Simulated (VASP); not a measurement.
# C in VASP: single point with PBE+D3(BJ)

Aim: the single point of C with PBE+D3(BJ).

Program: VASP 6.6.1. These are calculated values, not measurements. Logs are shortened: lines on timing, memory, paths and dates and some standing lists are left out, and cuts for length are marked.

### Step 1. The cell of the first run

The cell holds a slab with vacuum, 8 atoms: a = 2.465 Å, b = 4.413 Å, c = 19.444 Å, α = 90.00°, β = 90.00°, γ = 90.11°.

### Step 2. Single point, PBE+D3(BJ)

Contents of INCAR:

```
  PREC = Accurate
  ENCUT = 520
  EDIFF = 1E-6
  ISMEAR = 0
  SIGMA = 0.05
  LREAL = False
  LASPH = True
  NELM = 100
  ALGO = Normal
  ISIF = 2
  LWAVE = False
  LCHARG = False
  LDIPOL = True
  IDIPOL = 3
  DIPOL = 0.5 0.5 0.499
  GGA = PE
  IVDW = 12
  NBANDS = 26
```

Contents of KPOINTS:

```
regular mesh
0
Gamma
  11 6 1
```

Contents of POSCAR:

```
C
1.0
    2.4649433565      0.0000000000      0.0000000000
   -0.0081547558      4.4132984516      0.0000000000
    0.0000000000      0.0000000000     19.4440037496
C
8
Direct
    0.7491368170      0.7405378974      0.3600081593
    0.2487948182      0.6365956441      0.3879837062
    0.2481026346      0.4291046681      0.4440108708
    0.7477606358      0.3251624149      0.4719864177
    0.7470677168      0.1126520408      0.5280156482
    0.2467276776      0.0072945126      0.5547086708
    0.2459840245      0.7810454900      0.6104676476
    0.7456546376      0.6826774530      0.6333589473
```

Potentials or basis: VASP PAW PBE potentials, release 64 (C).

Command:

```console
cat potpaw_PBE.64/C/POTCAR > POTCAR
mpirun -np 1 vasp_std > vasp.out
```

OUTCAR:

```text
PREC = Accurate
   ENCUT = 520
   EDIFF = 1E-6
   ISMEAR = 0
   LREAL = False
   LASPH = True
   NELM = 100
   ISIF = 2
   GGA = PE
   IVDW = 12
 IVDW          = 12

 ion  position               nearest neighbor table
   1  0.749  0.741  0.360-   2 1.42   2 1.42
   2  0.249  0.637  0.388-   1 1.42   1 1.42   3 1.42
   3  0.248  0.429  0.444-   4 1.42   4 1.42   2 1.42
   4  0.748  0.325  0.472-   3 1.42   3 1.42   5 1.44
   5  0.747  0.113  0.528-   6 1.42   6 1.42   4 1.44
   6  0.247  0.007  0.555-   5 1.42   5 1.42   7 1.47
   7  0.246  0.781  0.610-   8 1.38   8 1.38   6 1.47
   8  0.746  0.683  0.633-   7 1.38   7 1.38

  LATTYP: Found a simple monoclinic cell.
 ALAT       =     2.4649433565
 B/A-ratio  =     7.8882152396
 C/A-ratio  =     1.7904289663
 COS(beta)  =    -0.0018477658

  Lattice vectors:

 A1 = (   2.4649433565,   0.0000000000,   0.0000000000)
 A2 = (   0.0000000000,   0.0000000000, -19.4440037496)
 A3 = (  -0.0081547558,   4.4132984516,   0.0000000000)

Analysis of symmetry for initial positions (statically):
=====================================================================
 Subroutine PRICEL returns:
 Original cell was already a primitive cell.

 Routine SETGRP: Setting up the symmetry group for a
 simple monoclinic supercell.

 Subroutine GETGRP returns: Found  1 space group operations
 (whereof  1 operations were pure point group operations)
 out of a pool of  4 trial point group operations.

The static configuration has the point symmetry C_1 .

Analysis of symmetry for dynamics (positions and initial velocities):
=====================================================================
 Subroutine PRICEL returns:
 Original cell was already a primitive cell.

 Routine SETGRP: Setting up the symmetry group for a
 simple monoclinic supercell.

 Subroutine GETGRP returns: Found  1 space group operations
 (whereof  1 operations were pure point group operations)
 out of a pool of  4 trial point group operations.

The dynamic configuration has the point symmetry C_1 .

 Subroutine INISYM returns: Found  1 space group operations
 (whereof  1 operations are pure point group operations),
 and found     1 'primitive' translations

----------------------------------------------------------------------------------------

                                     Primitive cell

  volume of cell :     211.5222

  direct lattice vectors                    reciprocal lattice vectors
     2.464943357  0.000000000  0.000000000     0.405688836  0.000749619  0.000000000
    -0.008154756  4.413298452  0.000000000     0.000000000  0.226587894  0.000000000
     0.000000000  0.000000000 19.444003750     0.000000000  0.000000000  0.051429737

  length of vectors
     2.464943357  4.413305986 19.444003750     0.405689528  0.226587894  0.051429737

  position of ions in fractional coordinates (direct lattice)
     0.749136817  0.740537897  0.360008159
     0.248794818  0.636595644  0.387983706
     0.248102635  0.429104668  0.444010871
     0.747760636  0.325162415  0.471986418
     0.747067717  0.112652041  0.528015648
     0.246727678  0.007294513  0.554708671
     0.245984024  0.781045490  0.610467648
     0.745654638  0.682677453  0.633358947

  ion indices of the primitive-cell ions
   primitive index   ion index
                 1           1
                 2           2
                 3           3
                 4           4
                 5           5
                 6           6
                 7           7
                 8           8

----------------------------------------------------------------------------------------

 KPOINTS: regular mesh

Automatic generation of k-mesh.
 Grid dimensions read from file:
 generate k-points for:   11    6    1

 Generating k-lattice:

  Cartesian coordinates                     Fractional coordinates (reciprocal lattice)
     0.036880803  0.000068147  0.000000000     0.090909091  0.000000000  0.000000000
     0.000000000  0.037764649  0.000000000     0.000000000  0.166666667  0.000000000
     0.000000000  0.000000000  0.051429737     0.000000000  0.000000000  1.000000000

  Length of vectors
     0.036880866  0.037764649  0.051429737

  Shift w.r.t. Gamma in fractional coordinates (k-lattice)
     0.000000000  0.000000000  0.000000000

 Subroutine IBZKPT returns following result:
 ===========================================

 Found     34 irreducible k-points:

 Following reciprocal coordinates:
            Coordinates               Weight
  0.000000  0.000000  0.000000      1.000000
  0.090909  0.000000  0.000000      2.000000
  0.181818  0.000000  0.000000      2.000000
  0.272727  0.000000  0.000000      2.000000
  0.363636  0.000000  0.000000      2.000000
  0.454545 -0.000000  0.000000      2.000000
[... 16 lines left out ...]
  0.454545  0.333333  0.000000      2.000000
 -0.454545  0.333333  0.000000      2.000000
 [... further k-points ...]
   k-points           NKPTS =     34   k-points in BZ     NKDIM =     34   number of bands    NBANDS=     26
   number of dos      NEDOS =    301   number of ions     NIONS =      8
   total plane-waves  NPLWV =  97200
   dimension x,y,z NGX =    18 NGY =   36 NGZ =  150
   dimension x,y,z NGXF=    36 NGYF=   72 NGZF=  300
   ions per type =               8
   NGX,Y,Z   is equivalent  to a cutoff of  12.14, 13.56, 12.82 a.u.
   NGXF,Y,Z  is equivalent  to a cutoff of  24.28, 27.12, 25.65 a.u.
 SYSTEM =  unknown system
   PREC   = accura    normal or accurate (medium, high low for compatibility)
   ISTART =      0    job   : 0-new  1-cont  2-samecut
   ICHARG =      2    charge: 1-file 2-atom 10-const
   ISPIN  =      1    spin polarized calculation?
   LNONCOLLINEAR =      F non collinear calculations
   LSORBIT =      F    spin-orbit coupling
   LASPH  =      T    aspherical Exc in radial PAW
   ENCUT  =  520.0 eV  38.22 Ry    6.18 a.u.   4.58  8.21 36.15*2*pi/ulx,y,z
   NELM   =    100;   NELMIN=  2; NELMDL= -5     # of ELM steps
   EDIFF  = 0.1E-05   stopping-criterion for ELM
   LREAL  =      F    real-space projection
   EDIFFG = 0.1E-04   stopping-criterion for IOM
   NSW    =      0    number of steps for IOM
   IBRION =     -1    ionic relax: 0-MD 1-quasi-New 2-CG
   NFREE  =      0    steps in history (QN), initial steepest desc. (CG)
   ISIF   =      2    stress and relaxation
   ISYM   =      2    0-nonsym 1-usesym 2-fastsym
   POTIM  = 0.5000    time-step for ionic-motion
   TEBEG  =    0.0;   TEEND  =   0.0 temperature during run
   PSTRESS=    0.0 pullay stress
   NELECT =      32.0000    total number of electrons
   NUPDOWN=      -1.0000    fix difference up-down
   EMIN   =  10.00;   EMAX   =-10.00  energy-range for DOS
   EFERMI =   0.00;   METHOD = LEGACY
   ISMEAR =     0;   SIGMA  =   0.05  broadening in eV -4-tet -1-fermi 0-gaus
   EFERMI_NEDOS =   21; number of points for ismear=-14 and -15
   IALGO  =     38    algorithm
   IMIX   =      4    mixing-type and parameters
     AMIX     =   0.40;   BMIX     =  1.00
     AMIX_MAG =   1.60;   BMIX_MAG =  1.00
  volume/ion in A,a.u.               =      26.44       178.43
  Fermi-wavevector in a.u.,A,eV,Ry     =   0.872314  1.648434 10.353105  0.760932
  Thomas-Fermi vector in A             =   1.991546
   LORBIT       =      0    0 simple, 1 ext, 2 COOP (PROOUT), +10 PAW based schemes
   GGA     = PE    functional components
   LHFCALC =     F    Hartree Fock is set to
   AEXX    =    0.0000 exact exchange contribution
   IVDW    =    12    specifies the selected vdW correction
   LEPSILON=     F    determine dielectric tensor
   LRPA    =     F    only Hartree local field effects (RPA)
 non-spin polarized calculation
 Gauss-broadening in eV      SIGMA  =   0.05
  energy-cutoff  :      520.00
  volume of cell :      211.52
 maximum number of plane-waves:      5750
   NGX =  9   NGY = 17   NGZ = 73

 dipolmoment           0.000000      0.000000      0.116882 electrons x Angstroem

 number of electron      32.0000007 magnetization

 dipolmoment           0.000000      0.000000     -0.032280 electrons x Angstroem

 Free energy of the ion-electron system (eV)
  ---------------------------------------------------
  ext. energy  EPLUGINS =         0.00000000
  ---------------------------------------------------
  free energy    TOTEN  =       -67.17668205 eV

  energy without entropy =      -67.16303939  energy(sigma->0) =      -67.16986072

 E-fermi :  -2.6273     XC(G=0):  -4.2591

 val. band max:       -2.6367636273   @ k =   0.2727   0.5000   0.0000
 cond. band min:      -2.6120066843   @ k =  -0.0909   0.3333   0.0000
 fundamental gap:      0.0247569430
 Fermi energy:        -2.6273093177

 k-point     1 :       0.0000    0.0000    0.0000
  band No.  band energies     occupation
      1     -21.7193      2.00000
      2     -20.5711      2.00000
      3     -18.9247      2.00000
      4     -17.0882      2.00000
      5     -13.6686      2.00000
      6     -10.7199      2.00000
[... 18 lines left out ...]
     25       4.9822      0.00000
     26       5.6153      0.00000

 k-point     2 :       0.0909    0.0000    0.0000
  band No.  band energies     occupation
      1     -21.5729      2.00000
      2     -20.4281      2.00000
      3     -18.7880      2.00000
      4     -16.9611      2.00000
      5     -13.5645      2.00000
      6     -10.6665      2.00000
[... 18 lines left out ...]
     25       5.7753      0.00000
[... 608 lines left out ...]
     25       7.8447      0.00000
     26       8.6432      0.00000

 k-point    24 :      -0.4545    0.3333    0.0000
  band No.  band energies     occupation
      1     -18.0388      2.00000
      2     -17.1636      2.00000
      3     -16.6533      2.00000
      4     -15.5933      2.00000
      5     -15.3149      2.00000
      6     -14.1400      2.00000
[... 18 lines left out ...]
     25       7.8402      0.00000
     26       8.6277      0.00000

 [... further k-points ...]

------------------------ aborting loop because EDIFF is reached ----------------------------------------

 vacuum level on the upper side and lower side of the slab       (xc-potential included)        -0.372         0.127

 Edisp (eV)   -0.93176

 E8    (eV) :    -0.2771

  FORCE on cell =-STRESS in cart. coord.  units (eV):
  Direction    XX          YY          ZZ          XY          YZ          ZX
  --------------------------------------------------------------------------------------
  -------------------------------------------------------------------------------------
  Total       1.38392    -0.16383     0.04687     0.00276    -0.25884     0.00078
  in kB      10.48251    -1.24094     0.35502     0.02088    -1.96057     0.00593
  external pressure =        3.20 kB  Pullay stress =        0.00 kB

 VOLUME and BASIS-vectors are now :
 -----------------------------------------------------------------------------
  energy-cutoff  :      520.00
  volume of cell :      211.52
      direct lattice vectors                 reciprocal lattice vectors
     2.464943357  0.000000000  0.000000000     0.405688836  0.000749619  0.000000000
    -0.008154756  4.413298452  0.000000000     0.000000000  0.226587894  0.000000000
     0.000000000  0.000000000 19.444003750     0.000000000  0.000000000  0.051429737

 POSITION                                       TOTAL-FORCE (eV/Angst)
 -----------------------------------------------------------------------------------
      1.84054      3.26821      7.00000        -0.000148     -1.110979      1.475663
      0.60807      2.80949      7.54396        -0.000191      1.835626     -2.259738
      0.60806      1.89377      8.63335        -0.001135     -0.801876      0.954108
      1.84054      1.43504      9.17731         0.001305      0.103951     -0.205763
      1.84056      0.49717     10.26674         0.000050      0.014662     -0.014448
      0.60811      0.03219     10.78576         0.000058      0.010779     -0.006686
      0.59997      3.44699     11.86994         0.000138     -0.017327      0.021533
      1.83243      3.01286     12.31503        -0.000076     -0.034836      0.035331
 -----------------------------------------------------------------------------------
    total drift:                                0.001106     -0.000113      0.000464

  FREE ENERGIE OF THE ION-ELECTRON SYSTEM (eV)
  ---------------------------------------------------
  free  energy   TOTEN  =       -68.1084459984 eV

  energy  without entropy=      -68.0948033336  energy(sigma->0) =      -68.10162467

 vacuum level on the upper side and lower side of the slab         3.125         3.624
```

Wall time 4.4 min (1 thread of AMD EPYC 7R43 (Zen 3), shared host); peak memory 0.32 GiB.

Results:

* Free energy: -68.1084 eV
* Largest force: 2.911 eV/Å
* Band gap on the k mesh: zero (band 16 reaches -2.56 eV, above the bottom of band 17 at -2.84 eV)
* Dispersion energy per atom: -0.116 eV

Forces on the atoms (eV/Å):
```
C    0.000 -1.111  1.476
C    0.000  1.836 -2.260
C   -0.001 -0.802  0.954
C    0.001  0.104 -0.206
C    0.000  0.015 -0.014
C    0.000  0.011 -0.007
C    0.000 -0.017  0.022
C    0.000 -0.035  0.035
```
